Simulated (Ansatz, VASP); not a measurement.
# Si4N: VASP beside Ansatz

```
Si N
1.0
     3.83334    0.00000    0.00000
     0.00000    3.83334    0.00000
     0.00000    0.00000   21.10348
Si N
4 1
Direct
  0.00000 0.50000 0.18954
  0.00000 0.00000 0.25376
  0.50000 0.00000 0.32071
  0.50000 0.50000 0.38399
  0.87500 0.87500 0.52614
```

Alike in both runs: task single point; functional PBE; dispersion D3(BJ); k mesh 7 × 7 × 1; occupations gaussian, width 0.05 eV; collinear spin.

```csv
,VASP,Ansatz
version,VASP 6.6.1,Ansatz 0.2.0
potentials or method,"VASP PAW PBE potentials, release 64 (Si, N), cutoff 520 eV","scalar-relativistic, plane waves, PAW"
valence electrons in the cell,21,21
```

|  | VASP | Ansatz | Ansatz less VASP |
| --- | --- | --- | --- |
| gap on the k mesh at the Fermi level (eV) | none | none | - |
| rms of the force components (eV/Å) | 0.062 | 0.062 | 0.0000 |
| net moment per atom (μB) | 0.54 | 0.54 | 0.000 |
| size of the moment on the site where the two differ most (μB) | 1.91 | 2.83 | +0.916 |

Site moments also hang on the region over which each program counts them. Atom by atom the forces differ by 0.002 eV/Å (rms over components). A gap of «none» marks a metal or a gap that the smearing closes.
